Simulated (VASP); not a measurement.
Pd: single point with PBE

Crystal: Pd.

```
Pd
1.0
     2.73648    0.00000    0.00000
    -1.36824    2.36986    0.00000
     0.00000    0.00000    4.55042
Pd
2
Direct
  0.66667 0.33333 0.75000
  0.33333 0.66667 0.25000
```

This isn't the form of Pd at room conditions, which is fcc.

* Program: VASP 6.6.1
* Task: single point
* Functional: PBE
* Potentials or basis: VASP PAW PBE potentials, release 64 (Pd)
* Cutoff: 520 eV
* k mesh: 14 × 14 × 7
* Occupations: fermi-dirac, width 0.05 eV
* Spin: collinear spin
* Starting moments: [0.6, 0.6] μB

The pressure is 7.9 GPa and the net moment is 0.66 μB per cell. The site moments are Pd +0.33 μB. The valence electrons inside the program's atomic spheres are Pd 9.44.

Stress tensor (GPa, compression positive):
```
7.97 0.00 0.00
0.00 7.97 0.00
0.00 0.00 7.78
```

Levels at points of the mesh, in eV from the Fermi level:
Spin up:
| k point | band 7 | band 8 | band 9 | band 10 | band 11 | band 12 | band 13 | band 14 |
| --- | --- | --- | --- | --- | --- | --- | --- | --- |
| (0.00, 0.00, 0.00) | -2.52 | -1.81 | -1.81 | -0.37 | -0.37 | 0.85 | 6.95 | 17.14 |
| (0.50, 0.00, 0.00) | -1.88 | -0.14 | -0.10 | 0.06 | 2.54 | 4.51 | 9.68 | 9.96 |
Spin down:
```tsv
k point	band 8	band 9	band 10	band 11	band 12	band 13
(0.00, 0.00, 0.00)	-1.59	-1.59	-0.14	-0.14	0.85	7.11
(0.50, 0.00, 0.00)	0.14	0.15	0.34	2.68	4.65	9.76
```

Wall time 3 min on 1 thread of Intel Xeon 8259CL, on a shared host, peak memory 0.21 GiB.

Caveat: the cell stands under pressure.
